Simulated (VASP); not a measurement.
Here is a VASP 6.6.1 calculation.

INCAR

```
SYSTEM = Au
PREC = Accurate
ENCUT = 520
EDIFF = 1E-6
ISMEAR = -1
SIGMA = 0.1
LREAL = .FALSE.
LASPH = .TRUE.
NELM = 60
ALGO = Normal
ISIF = 2
LWAVE = .FALSE.
LCHARG = .FALSE.
NBANDS = 12
```

The input KPOINTS:

```
regular mesh
0
G
  17 17 17
  0 0 0
```

File POSCAR:

```
Au
1.0
   -1.5231406768      1.5231406768      1.5231406768
    1.5231406768     -1.5231406768      1.5231406768
    1.5231406768      1.5231406768     -1.5231406768
Au
1
Direct
    0.0000000000      0.0000000000      0.0000000000
```

Potentials or basis: VASP PAW LDA potentials, release 64 (Au).

Launch:

```sh
$ cat potpaw_LDA.64/Au/POTCAR > POTCAR
$ mpirun -np 1 vasp_std > vasp.out
```

Problem. What does it give for the pressure?

Solution. 50.1 GPa.
